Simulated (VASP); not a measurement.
# Tl3Cu (I4/mmm) in VASP: single point with PBEsol

Aim: the single point of Tl3Cu with PBEsol.

All numbers are computed with VASP 6.6.1; they aren't measurements. Logs are shortened: lines on timing, memory, paths and dates and some standing lists are left out, and cuts for length are marked.

### Step 1. The cell of the first run

The structure is tetragonal, space group I4/mmm (No. 139). Conventional cell: a = 4.732 Å, b = 4.732 Å, c = 9.424 Å, α = 90.00°, β = 90.00°, γ = 90.00°. Tl (site symmetry -4m2) has 8 Tl at 3.34 to 3.35 Å and 4 Cu at 3.34 Å within 4.4 Å. Tl (site symmetry 4/mmm) has 8 Tl at 3.34 Å and 4 Cu at 3.35 Å within 4.4 Å. Cu (site symmetry 4/mmm) has 12 Tl at 3.34 to 3.35 Å within 4.4 Å.

### Step 2. Single point, PBEsol (strained)

Contents of INCAR:

```
ALGO     = Normal         # electronic algorithm
EDIFF    = 1E-7           # SCF threshold, eV
ENCUT    = 520            # plane-wave cutoff, eV
GGA      = PS             # functional
ISIF     = 2              # what is computed and relaxed
ISMEAR   = 0              # smearing method
LASPH    = T              # aspherical terms in the spheres
LCHARG   = F              # write CHGCAR
LREAL    = F              # projectors in reciprocal space
LWAVE    = F              # write WAVECAR
NBANDS   = 33             # bands
NELM     = 100            # most SCF steps
PREC     = Accurate       # precision mode
SIGMA    = 0.1            # smearing width, eV
```

Contents of KPOINTS:

```
k-points
0
Gamma
  12 12 12
```

Contents of POSCAR:

```
Tl3Cu
1.0
   -2.3659442509      2.3659442509      4.7117581018
    2.3659442509     -2.3659442509      4.7117581018
    2.3659442509      2.3659442509     -4.7117581018
Tl Cu
3 1
Direct
    0.7500000000      0.2500000000      0.5000000000
    0.2500000000      0.7500000000      0.5000000000
    0.5000000000      0.5000000000      0.0000000000
    0.0000000000      0.0000000000      0.0000000000
```

Potentials or basis: VASP PAW PBE potentials, release 64 (Tl_d, Cu).

On the command line:

```console
$ cat potpaw_PBE.64/Tl_d/POTCAR potpaw_PBE.64/Cu/POTCAR > POTCAR
$ mpirun -np 1 vasp_std > vasp.out
```

OUTCAR:

```text
EDIFF = 1E-7
   ENCUT = 520
   GGA = PS
   ISIF = 2
   ISMEAR = 0
   LASPH = T
   LREAL = F
   NELM = 100
   PREC = Accurate

 ion  position               nearest neighbor table
   1  0.750  0.250  0.500-   3 3.34   4 3.34   3 3.34   4 3.34   3 3.34   4 3.34   3 3.34   4 3.34
                             2 3.35   2 3.35   2 3.35   2 3.35
   2  0.250  0.750  0.500-   4 3.34   3 3.34   3 3.34   4 3.34   3 3.34   4 3.34   4 3.34   3 3.34
                             1 3.35   1 3.35   1 3.35   1 3.35
   3  0.500  0.500  0.000-   2 3.34   1 3.34   1 3.34   2 3.34   1 3.34   2 3.34   2 3.34   1 3.34
                             4 3.35   4 3.35   4 3.35   4 3.35
   4  0.000  0.000  0.000-   1 3.34   2 3.34   1 3.34   2 3.34   1 3.34   2 3.34   1 3.34   2 3.34
                             3 3.35   3 3.35   3 3.35   3 3.35

  LATTYP: Found a body centered tetragonal cell.
 ALAT       =     4.7318885018
 C/A-ratio  =     1.9914916000

  Lattice vectors:

 A1 = (  -2.3659442509,   2.3659442509,   4.7117581018)
 A2 = (   2.3659442509,  -2.3659442509,   4.7117581018)
 A3 = (   2.3659442509,   2.3659442509,  -4.7117581018)

Analysis of symmetry for initial positions (statically):
=====================================================================
 Subroutine PRICEL returns:
 Original cell was already a primitive cell.

 Routine SETGRP: Setting up the symmetry group for a
 body centered tetragonal supercell.

 Subroutine GETGRP returns: Found 16 space group operations
 (whereof 16 operations were pure point group operations)
 out of a pool of 16 trial point group operations.

The static configuration has the point symmetry D_4h.

Analysis of symmetry for dynamics (positions and initial velocities):
=====================================================================
 Subroutine PRICEL returns:
 Original cell was already a primitive cell.

 Routine SETGRP: Setting up the symmetry group for a
 body centered tetragonal supercell.

 Subroutine GETGRP returns: Found 16 space group operations
 (whereof 16 operations were pure point group operations)
 out of a pool of 16 trial point group operations.

The dynamic configuration has the point symmetry D_4h.

 Subroutine INISYM returns: Found 16 space group operations
 (whereof 16 operations are pure point group operations),
 and found     1 'primitive' translations

----------------------------------------------------------------------------------------

                                     Primitive cell

  volume of cell :     105.4999

  direct lattice vectors                    reciprocal lattice vectors
    -2.365944251  2.365944251  4.711758102     0.000000000  0.211332114  0.106117502
     2.365944251 -2.365944251  4.711758102     0.211332114  0.000000000  0.106117502
     2.365944251  2.365944251 -4.711758102     0.211332114  0.211332114  0.000000000

  length of vectors
     5.778931459  5.778931459  5.778931459     0.236478723  0.236478723  0.298868742

  position of ions in fractional coordinates (direct lattice)
     0.750000000  0.250000000  0.500000000
     0.250000000  0.750000000  0.500000000
     0.500000000  0.500000000  0.000000000
     0.000000000  0.000000000  0.000000000

  ion indices of the primitive-cell ions
   primitive index   ion index
                 1           1
                 2           2
                 3           3
                 4           4

----------------------------------------------------------------------------------------

 KPOINTS: k-points

Automatic generation of k-mesh.
 Grid dimensions read from file:
 generate k-points for:   12   12   12

 Generating k-lattice:

  Cartesian coordinates                     Fractional coordinates (reciprocal lattice)
     0.000000000  0.017611009  0.008843125     0.083333333 -0.000000000  0.000000000
     0.017611009  0.000000000  0.008843125    -0.000000000  0.083333333  0.000000000
     0.017611009  0.017611009  0.000000000     0.000000000  0.000000000  0.083333333

  Length of vectors
     0.019706560  0.019706560  0.024905728

  Shift w.r.t. Gamma in fractional coordinates (k-lattice)
     0.000000000  0.000000000  0.000000000

 Subroutine IBZKPT returns following result:
 ===========================================

 Found    163 irreducible k-points:

 Following reciprocal coordinates:
            Coordinates               Weight
  0.000000  0.000000  0.000000      1.000000
  0.083333  0.000000 -0.000000      8.000000
  0.166667  0.000000  0.000000      8.000000
  0.250000  0.000000 -0.000000      8.000000
  0.333333  0.000000 -0.000000      8.000000
  0.416667  0.000000 -0.000000      8.000000
[... 16 lines left out ...]
  0.500000  0.166667  0.000000     16.000000
 -0.416667  0.166667  0.000000     16.000000
 [... further k-points ...]
   k-points           NKPTS =    163   k-points in BZ     NKDIM =    163   number of bands    NBANDS=     33
   number of dos      NEDOS =    301   number of ions     NIONS =      4
   total plane-waves  NPLWV = 110592
   dimension x,y,z NGX =    48 NGY =   48 NGZ =   48
   dimension x,y,z NGXF=    96 NGYF=   96 NGZF=   96
   ions per type =               3   1
   NGX,Y,Z   is equivalent  to a cutoff of  13.81, 13.81, 13.81 a.u.
   NGXF,Y,Z  is equivalent  to a cutoff of  27.62, 27.62, 27.62 a.u.
 SYSTEM =  unknown system
   PREC   = accura    normal or accurate (medium, high low for compatibility)
   ISTART =      0    job   : 0-new  1-cont  2-samecut
   ICHARG =      2    charge: 1-file 2-atom 10-const
   ISPIN  =      1    spin polarized calculation?
   LNONCOLLINEAR =      F non collinear calculations
   LSORBIT =      F    spin-orbit coupling
   LASPH  =      T    aspherical Exc in radial PAW
   ENCUT  =  520.0 eV  38.22 Ry    6.18 a.u.  10.74 10.74 10.74*2*pi/ulx,y,z
   NELM   =    100;   NELMIN=  2; NELMDL= -5     # of ELM steps
   EDIFF  = 0.1E-06   stopping-criterion for ELM
   LREAL  =      F    real-space projection
   EDIFFG = 0.1E-05   stopping-criterion for IOM
   NSW    =      0    number of steps for IOM
   IBRION =     -1    ionic relax: 0-MD 1-quasi-New 2-CG
   NFREE  =      0    steps in history (QN), initial steepest desc. (CG)
   ISIF   =      2    stress and relaxation
   ISYM   =      2    0-nonsym 1-usesym 2-fastsym
   POTIM  = 0.5000    time-step for ionic-motion
   TEBEG  =    0.0;   TEEND  =   0.0 temperature during run
   PSTRESS=    0.0 pullay stress
   NELECT =      50.0000    total number of electrons
   NUPDOWN=      -1.0000    fix difference up-down
   EMIN   =  10.00;   EMAX   =-10.00  energy-range for DOS
   EFERMI =   0.00;   METHOD = LEGACY
   ISMEAR =     0;   SIGMA  =   0.10  broadening in eV -4-tet -1-fermi 0-gaus
   EFERMI_NEDOS =   21; number of points for ismear=-14 and -15
   IALGO  =     38    algorithm
   IMIX   =      4    mixing-type and parameters
     AMIX     =   0.40;   BMIX     =  1.00
     AMIX_MAG =   1.60;   BMIX_MAG =  1.00
  volume/ion in A,a.u.               =      26.37       177.99
  Fermi-wavevector in a.u.,A,eV,Ry     =   1.276382  2.412013 22.165962  1.629152
  Thomas-Fermi vector in A             =   2.409042
   LORBIT       =      0    0 simple, 1 ext, 2 COOP (PROOUT), +10 PAW based schemes
   GGA     = PS    functional components
   LHFCALC =     F    Hartree Fock is set to
   AEXX    =    0.0000 exact exchange contribution
   IVDW    =     0    specifies the selected vdW correction
   LEPSILON=     F    determine dielectric tensor
   LRPA    =     F    only Hartree local field effects (RPA)
 non-spin polarized calculation
 Gauss-broadening in eV      SIGMA  =   0.10
  energy-cutoff  :      520.00
  volume of cell :      105.50
 maximum number of plane-waves:      2881
 NGX is ok and might be reduce to    48
   NGX = 21   NGY = 21   NGZ = 21

 number of electron      50.0000010 magnetization

 Free energy of the ion-electron system (eV)
  ---------------------------------------------------
  ext. energy  EPLUGINS =         0.00000000
  ---------------------------------------------------
  free energy    TOTEN  =       -10.85350762 eV

  energy without entropy =      -10.84056953  energy(sigma->0) =      -10.84703857

 E-fermi :   5.7421     XC(G=0): -10.3282

 val. band max:        5.7351040670   @ k =  -0.2500  -0.3333   0.1667
 cond. band min:       5.7522656697   @ k =   0.4167   0.0833  -0.0000
 fundamental gap:      0.0171616028
 Fermi energy:         5.7421318374

 k-point     1 :       0.0000    0.0000    0.0000
  band No.  band energies     occupation
      1      -6.1154      2.00000
      2      -5.9873      2.00000
      3      -5.9094      2.00000
      4      -5.8284      2.00000
      5      -5.8284      2.00000
      6      -5.7362      2.00000
[... 25 lines left out ...]
     32      10.8186      0.00000
     33      10.8186      0.00000

 k-point     2 :       0.0833    0.0000   -0.0000
  band No.  band energies     occupation
      1      -6.1016      2.00000
      2      -5.9814      2.00000
      3      -5.9062      2.00000
      4      -5.8466      2.00000
      5      -5.8288      2.00000
      6      -5.7335      2.00000
[... 25 lines left out ...]
     32      10.6026      0.00000
     33      10.6066      0.00000

 k-point     3 :       0.1667    0.0000    0.0000
  band No.  band energies     occupation
      1      -6.0612      2.00000
      2      -5.9704      2.00000
      3      -5.8908      2.00000
      4      -5.8817      2.00000
      5      -5.8210      2.00000
      6      -5.7256      2.00000
[... 25 lines left out ...]
     32      10.1008      0.00000
     33      10.6149      0.00000

 k-point     4 :       0.2500    0.0000   -0.0000
  band No.  band energies     occupation
      1      -5.9971      2.00000
      2      -5.9634      2.00000
      3      -5.9156      2.00000
      4      -5.8522      2.00000
      5      -5.8014      2.00000
      6      -5.7108      2.00000
[... 673 lines left out ...]
     32      12.0135      0.00000
     33      12.5494      0.00000

 k-point    23 :       0.5000    0.1667    0.0000
  band No.  band energies     occupation
      1      -5.9629      2.00000
      2      -5.9178      2.00000
      3      -5.8157      2.00000
      4      -5.7869      2.00000
      5      -5.7417      2.00000
      6      -5.7292      2.00000
[... 25 lines left out ...]
     32      12.4756      0.00000
     33      12.9981      0.00000

 k-point    24 :      -0.4167    0.1667    0.0000
  band No.  band energies     occupation
      1      -5.9459      2.00000
      2      -5.9217      2.00000
      3      -5.8585      2.00000
      4      -5.7699      2.00000
      5      -5.7576      2.00000
      6      -5.7168      2.00000
[... 25 lines left out ...]
     32      11.6538      0.00000
     33      13.5424      0.00000

 [... further k-points ...]
[... 5 lines left out ...]
  --------------------------------------------------------------------------------------
  -------------------------------------------------------------------------------------
  Total       -2.3308883     -2.3308883     -2.1990841      0.0000000      0.0000000      0.0000000
  in kB      -35.3981081    -35.3981081    -33.3964590      0.0000000      0.0000000      0.0000000
  external PRESSURE =     -34.7308917 kB  Pullay stress =       0.0000000 kB

 VOLUME and BASIS-vectors are now :
 -----------------------------------------------------------------------------
  energy-cutoff  :      520.00
  volume of cell :      105.50
      direct lattice vectors                 reciprocal lattice vectors
    -2.365944251  2.365944251  4.711758102     0.000000000  0.211332114  0.106117502
     2.365944251 -2.365944251  4.711758102     0.211332114  0.000000000  0.106117502
     2.365944251  2.365944251 -4.711758102     0.211332114  0.211332114  0.000000000

 POSITION                                       TOTAL-FORCE (eV/Angst)
 -----------------------------------------------------------------------------------
      0.00000      2.36594      2.35588         0.000000     -0.000000      0.000000
      2.36594      0.00000      2.35588        -0.000000      0.000000     -0.000000
      0.00000      0.00000      4.71176        -0.000000     -0.000000      0.000000
      0.00000      0.00000      0.00000        -0.000000     -0.000000      0.000000
 -----------------------------------------------------------------------------------
    total drift:                                0.000000     -0.000000      0.000000

  FREE ENERGIE OF THE ION-ELECTRON SYSTEM (eV)
  ---------------------------------------------------
  free  energy   TOTEN  =       -10.8535076181 eV

  energy  without entropy=      -10.8405695272  energy(sigma->0) =      -10.84703857
```

Wall time 9.7 min (1 thread of Intel Xeon Platinum 8375C at 2.90GHz (Ice Lake), shared host); peak memory 0.66 GiB.

Results:

- Free energy: -10.8535 eV
- Pressure: -3.5 GPa
- Band gap on the k mesh: zero (band 25 reaches 7.01 eV, above the bottom of band 26 at 4.04 eV)

Stress tensor (GPa, compression positive):
```
-3.54  0.00  0.00
 0.00 -3.54  0.00
 0.00  0.00 -3.34
```

Levels at points of the mesh, in eV from the Fermi level:
```csv
k point,band 22,band 23,band 24,band 25,band 26,band 27,band 28,band 29
"(0.00, 0.00, 0.00)",-2.01,-1.71,-1.31,0.78,0.78,0.90,1.54,1.54
"(0.50, 0.00, 0.00)",-2.07,-2.00,-1.45,1.09,1.18,1.39,1.98,4.20
"(0.50, 0.50, 0.00)",-2.16,-1.99,-1.88,-1.80,-1.70,2.31,2.69,3.09
"(0.50, 0.50, 0.50)",-2.02,-1.71,-1.33,-1.33,-0.40,4.80,4.91,5.03
```

Caveat: the cell differs from its parent crystal (strained); the PAW data sets were made with another functional, which shifts forces and pressure a little; spin-orbit coupling is left out, which moves the levels of the heavy elements.
